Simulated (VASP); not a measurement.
Al, 1 atom in the cell. The cell holds a wire or tube with vacuum around it, 1 atom: a = 9.000 Å, b = 9.300 Å, c = 2.419 Å, α = 90.00°, β = 90.00°, γ = 90.00°. 

```yaml
Program: VASP 6.6.1
Task: single point
Functional: PBE
Potentials_or_basis: VASP PAW PBE potentials, release 64 (Al)
Cutoff: 520 eV
k_mesh: 1 × 1 × 25
Occupations: gaussian, width 0.05 eV
Spin: collinear spin
Starting_moments: "[0.5] μB"
Dipole_correction: no
Further_INCAR_settings: ALGO = Normal; EDIFF = 1e-06; NBANDS = 12
```

Potentials or basis: VASP PAW PBE potentials, release 64 (Al).

The run is started by

```console
$ cat potpaw_PBE.64/Al/POTCAR > POTCAR
$ mpirun -np 1 vasp_std > vasp.out
```

Hardware: 1 thread of Intel Xeon 8259CL (shared host).

Question: Estimate the wall time of this run.

Answer: Run time: 110 s on 1 thread of Intel Xeon 8259CL, on a shared host, peak memory 0.34 GiB. Counts: scf iterations 20, k points 13.
